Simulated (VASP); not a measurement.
# HfO2 (P2_1/c) in VASP: notebook

HfO2 is run at these levels: PBE; tasks: single point.

All numbers are computed with VASP 6.6.1; they aren't measurements. Logs are shortened: lines on timing, memory, paths and dates and some standing lists are left out, and cuts for length are marked.

**What was measured.**

From “Temperature dependence of self-trapped exciton luminescence in nanostructured hafnia powder”, 2021, arxiv:2112.02602, for a bulk crystal of HfO2: band gap 5.54 eV (indirect).

The runs below are set against these values where they give the same quantity.

**1. The cell of the first run**

The structure is monoclinic, space group P2_1/c (No. 14). Conventional cell: a = 5.118 Å, b = 5.186 Å, c = 5.284 Å, α = 90.00°, β = 99.35°, γ = 90.00°. Within 2.7 Å of Hf (site symmetry 1) lie 7 O at 2.03 to 2.25 Å. O (site symmetry 1) has 3 Hf at 2.03 to 2.12 Å and 2 O at 2.51 to 2.58 Å within 2.7 Å. Within 2.8 Å of O (site symmetry 1) lie 4 Hf at 2.14 to 2.25 Å and 5 O at 2.51 to 2.73 Å.

**2. Single point, PBE**

Contents of INCAR:

```
  ALGO = Normal
  EDIFF = 1E-6
  ENCUT = 520
  GGA = PE
  ISIF = 2
  ISMEAR = -1
  LASPH = T
  LCHARG = T
  LELF = T
  LREAL = F
  LVHAR = T
  LWAVE = F
  NBANDS = 56
  NELM = 80
  PREC = Accurate
  SIGMA = 0.05
```

Contents of KPOINTS:

```
k-points
0
Gamma
  4 4 4
```

Contents of POSCAR:

```
HfO2
1.0
    5.1180000000      0.0000000000      0.0000000000
    0.0000000000      5.1857000000      0.0000000000
   -0.8586630598      0.0000000000      5.2138671406
Hf O
4 8
Direct
    0.2755000000      0.4603000000      0.7080000000
    0.7245000000      0.9603000000      0.7920000000
    0.7245000000      0.5397000000      0.2920000000
    0.2755000000      0.0397000000      0.2080000000
    0.0742000000      0.1684000000      0.8467000000
    0.9258000000      0.6684000000      0.6533000000
    0.9258000000      0.8316000000      0.1533000000
    0.0742000000      0.3316000000      0.3467000000
    0.4487000000      0.7419000000      0.9801000000
    0.5513000000      0.2419000000      0.5199000000
    0.5513000000      0.2581000000      0.0199000000
    0.4487000000      0.7581000000      0.4801000000
```

Potentials or basis: VASP PAW PBE potentials, release 64 (Hf_pv, O).

The run is started by

```
cat potpaw_PBE.64/Hf_pv/POTCAR potpaw_PBE.64/O/POTCAR > POTCAR
mpirun -np 1 vasp_std > vasp.out
```

OUTCAR:

```text
EDIFF = 1E-6
   ENCUT = 520
   GGA = PE
   ISIF = 2
   ISMEAR = -1
   LASPH = T
   LREAL = F
   NELM = 80
   PREC = Accurate

 ion  position               nearest neighbor table
   1  0.276  0.460  0.708-   5 2.03   6 2.07   8 2.12   9 2.14  10 2.17  12 2.23  11 2.25   3 3.31
                             4 3.43   4 3.43   2 3.45   2 3.45   3 3.45   3 3.56
   2  0.724  0.960  0.792-   6 2.03   5 2.07   7 2.12  10 2.14   9 2.17  11 2.23  12 2.25   4 3.31
                             3 3.43   3 3.43   1 3.45   1 3.45   4 3.45   4 3.56
   3  0.724  0.540  0.292-   7 2.03   8 2.07   6 2.12  11 2.14  12 2.17  10 2.23   9 2.25   1 3.31
                             2 3.43   2 3.43   4 3.45   4 3.45   1 3.45   1 3.56
   4  0.276  0.040  0.208-   8 2.03   7 2.07   5 2.12  12 2.14  11 2.17   9 2.23  10 2.25   2 3.31
                             1 3.43   1 3.43   3 3.45   3 3.45   2 3.45   2 3.56
   5  0.074  0.168  0.847-   1 2.03   2 2.07   4 2.12
   6  0.926  0.668  0.653-   2 2.03   1 2.07   3 2.12
   7  0.926  0.832  0.153-   3 2.03   4 2.07   2 2.12
   8  0.074  0.332  0.347-   4 2.03   3 2.07   1 2.12
   9  0.449  0.742  0.980-   1 2.14   2 2.17   4 2.23   3 2.25
  10  0.551  0.242  0.520-   2 2.14   1 2.17   3 2.23   4 2.25
  11  0.551  0.258  0.020-   3 2.14   4 2.17   2 2.23   1 2.25
  12  0.449  0.758  0.480-   4 2.14   3 2.17   1 2.23   2 2.25

  LATTYP: Found a simple monoclinic cell.
 ALAT       =     5.1180000000
 B/A-ratio  =     1.0132278234
 C/A-ratio  =     1.0324540836
 COS(beta)  =    -0.1624993963

  Lattice vectors:

 A1 = (   5.1180000000,   0.0000000000,   0.0000000000)
 A2 = (   0.0000000000,   5.1857000000,   0.0000000000)
 A3 = (  -0.8586630598,   0.0000000000,   5.2138671406)

Analysis of symmetry for initial positions (statically):
=====================================================================
 Subroutine PRICEL returns:
 Original cell was already a primitive cell.

 Routine SETGRP: Setting up the symmetry group for a
 simple monoclinic supercell.

 Subroutine GETGRP returns: Found  4 space group operations
 (whereof  2 operations were pure point group operations)
 out of a pool of  4 trial point group operations.

The static configuration has the point symmetry S_2 .
 The point group associated with its full space group is C_2h.

Analysis of symmetry for dynamics (positions and initial velocities):
=====================================================================
 Subroutine PRICEL returns:
 Original cell was already a primitive cell.

[... 128 lines left out ...]
   EDIFF  = 0.1E-05   stopping-criterion for ELM
   LREAL  =      F    real-space projection
   EDIFFG = 0.1E-04   stopping-criterion for IOM
   NSW    =      0    number of steps for IOM
   IBRION =     -1    ionic relax: 0-MD 1-quasi-New 2-CG
   NFREE  =      0    steps in history (QN), initial steepest desc. (CG)
   ISIF   =      2    stress and relaxation
   ISYM   =      2    0-nonsym 1-usesym 2-fastsym
   POTIM  = 0.5000    time-step for ionic-motion
   TEBEG  =    0.0;   TEEND  =   0.0 temperature during run
   PSTRESS=    0.0 pullay stress
   NELECT =      88.0000    total number of electrons
   NUPDOWN=      -1.0000    fix difference up-down
   EMIN   =  10.00;   EMAX   =-10.00  energy-range for DOS
   EFERMI =   0.00;   METHOD = LEGACY
   ISMEAR =    -1;   SIGMA  =   0.05  broadening in eV -4-tet -1-fermi 0-gaus
   EFERMI_NEDOS =   21; number of points for ismear=-14 and -15
   IALGO  =     38    algorithm
   IMIX   =      4    mixing-type and parameters
     AMIX     =   0.40;   BMIX     =  1.00
     AMIX_MAG =   1.60;   BMIX_MAG =  1.00
  volume/ion in A,a.u.               =      11.53        77.82
  Fermi-wavevector in a.u.,A,eV,Ry     =   1.407818  2.660390 26.966087  1.981952
  Thomas-Fermi vector in A             =   2.530039
   LORBIT       =      0    0 simple, 1 ext, 2 COOP (PROOUT), +10 PAW based schemes
   GGA     = PE    functional components
[... 5 lines left out ...]
 non-spin polarized calculation
  energy-cutoff  :      520.00
  volume of cell :      138.38
 maximum number of plane-waves:      3743
 NGX is ok and might be reduce to    40
   NGX = 19   NGY = 19   NGZ = 19

 number of electron      87.9999989 magnetization

 Free energy of the ion-electron system (eV)
  ---------------------------------------------------
  ext. energy  EPLUGINS =         0.00000000
  ---------------------------------------------------
  free energy    TOTEN  =      -122.02841704 eV

  energy without entropy =     -122.02841704  energy(sigma->0) =     -122.02841704

 E-fermi :   4.1644     XC(G=0): -11.4284

 val. band max:        3.0817970066   @ k =   0.0000   0.0000   0.0000
 cond. band min:       7.1950515806   @ k =   0.5000   0.0000   0.0000
 fundamental gap:      4.1132545740
 Fermi energy:         4.1643936267

 k-point     1 :       0.0000    0.0000    0.0000
  band No.  band energies     occupation
      1     -26.4498      2.00000
      2     -26.4227      2.00000
      3     -26.3934      2.00000
      4     -26.2082      2.00000
      5     -26.1428      2.00000
      6     -26.0995      2.00000
[... 1405 lines left out ...]
     55      10.9837      0.00000
     56      10.9853      0.00000

 [... further k-points ...]
[... 5 lines left out ...]
  --------------------------------------------------------------------------------------
  -------------------------------------------------------------------------------------
  Total        2.3324825      1.7104074      2.8498810      0.0000000      0.0000000      0.2306716
  in kB       27.0060678     19.8035264     32.9966371      0.0000000      0.0000000      2.6707740
  external PRESSURE =      26.6020771 kB  Pullay stress =       0.0000000 kB

 VOLUME and BASIS-vectors are now :
 -----------------------------------------------------------------------------
  energy-cutoff  :      520.00
  volume of cell :      138.38
      direct lattice vectors                 reciprocal lattice vectors
     5.118000000  0.000000000  0.000000000     0.195388824  0.000000000  0.032178259
     0.000000000  5.185700000  0.000000000     0.000000000  0.192837997  0.000000000
    -0.858663060  0.000000000  5.213867141     0.000000000  0.000000000  0.191796218

 POSITION                                       TOTAL-FORCE (eV/Angst)
 -----------------------------------------------------------------------------------
      0.80208      2.38698      3.69142         0.159410     -0.017589      0.030354
      3.02793      4.97983      4.12938        -0.159410     -0.017589     -0.030354
      3.45726      2.79872      1.52245        -0.159410      0.017589     -0.030354
      1.23141      0.20587      1.08448         0.159410      0.017589      0.030354
     -0.34727      0.87327      4.41458        -0.403961     -0.180286     -0.117853
      4.17728      3.46612      3.40622         0.403961     -0.180286      0.117853
      4.60661      4.31243      0.79929         0.403961      0.180286      0.117853
      0.08206      1.71958      1.80765        -0.403961      0.180286     -0.117853
      1.45487      3.84727      5.11011        -0.114098      0.031555     -0.078776
      2.37513      1.25442      2.71069         0.114098      0.031555      0.078776
      2.80447      1.33843      0.10376         0.114098     -0.031555      0.078776
      1.88420      3.93128      2.50318        -0.114098     -0.031555     -0.078776
 -----------------------------------------------------------------------------------
    total drift:                                0.000000     -0.000000      0.000000

  FREE ENERGIE OF THE ION-ELECTRON SYSTEM (eV)
  ---------------------------------------------------
  free  energy   TOTEN  =      -122.0284170388 eV

  energy  without entropy=     -122.0284170387  energy(sigma->0) =     -122.02841704
```

OSZICAR:

```text
N       E                     dE             d eps       ncg     rms          rms(c)
DAV:   1     0.566061094316E+03    0.56606E+03   -0.50318E+04  3360   0.157E+03
DAV:   2    -0.107620165346E+03   -0.67368E+03   -0.65218E+03  4216   0.405E+02
DAV:   3    -0.143315632539E+03   -0.35695E+02   -0.35540E+02  3904   0.848E+01
DAV:   4    -0.143800250952E+03   -0.48462E+00   -0.48374E+00  4248   0.108E+01
DAV:   5    -0.143807596534E+03   -0.73456E-02   -0.73430E-02  4000   0.124E+00    0.108E+02
DAV:   6    -0.122305339484E+03    0.21502E+02   -0.11090E+02  3760   0.420E+01    0.902E+01
DAV:   7    -0.122074770309E+03    0.23057E+00   -0.55338E+00  4144   0.113E+01    0.540E+01
DAV:   8    -0.122070657143E+03    0.41132E-02   -0.54360E-01  3864   0.416E+00    0.121E+01
DAV:   9    -0.122029074007E+03    0.41583E-01   -0.18720E-01  3808   0.220E+00    0.418E+00
DAV:  10    -0.122028161558E+03    0.91245E-03   -0.16537E-02  4192   0.630E-01    0.442E-01
DAV:  11    -0.122028191891E+03   -0.30333E-04   -0.17352E-03  4040   0.238E-01    0.277E-01
DAV:  12    -0.122028407619E+03   -0.21573E-03   -0.48897E-04  3888   0.105E-01    0.187E-01
DAV:  13    -0.122028410916E+03   -0.32979E-05   -0.10595E-04  4072   0.444E-02    0.100E-01
DAV:  14    -0.122028415578E+03   -0.46620E-05   -0.17765E-05  4272   0.210E-02    0.487E-02
DAV:  15    -0.122028417352E+03   -0.17736E-05   -0.22608E-06  3120   0.708E-03    0.101E-02
DAV:  16    -0.122028417039E+03    0.31321E-06   -0.20827E-07  2384   0.237E-03
   1 F= -.12202842E+03 E0= -.12202842E+03  d E =-.393329E-10
```

It took 5.7 min on 1 thread of Oxide Virtual Turin-like, shared host; peak memory 0.3 GiB.

What came out:

| Property | Result |
| --- | --- |
| Free energy | -122.0284 eV |
| Pressure | 2.7 GPa |
| Largest force | 0.458 eV/Å |
| Band gap on the k mesh | 4.11 eV, indirect (least direct gap 4.20 eV) |

Forces on the atoms (eV/Å):
```
Hf   0.159 -0.018  0.030
Hf  -0.159 -0.018 -0.030
Hf  -0.159  0.018 -0.030
Hf   0.159  0.018  0.030
O   -0.404 -0.180 -0.118
O    0.404 -0.180  0.118
O    0.404  0.180  0.118
O   -0.404  0.180 -0.118
O   -0.114  0.032 -0.079
O    0.114  0.032  0.079
O    0.114 -0.032  0.079
O   -0.114 -0.032 -0.079
```

Stress tensor (GPa, compression positive):
```
2.70 0.00 0.27
0.00 1.98 0.00
0.27 0.00 3.30
```

Caveat: spin-orbit coupling is left out, which moves the levels of the heavy elements.

[end of part 1 of 2]
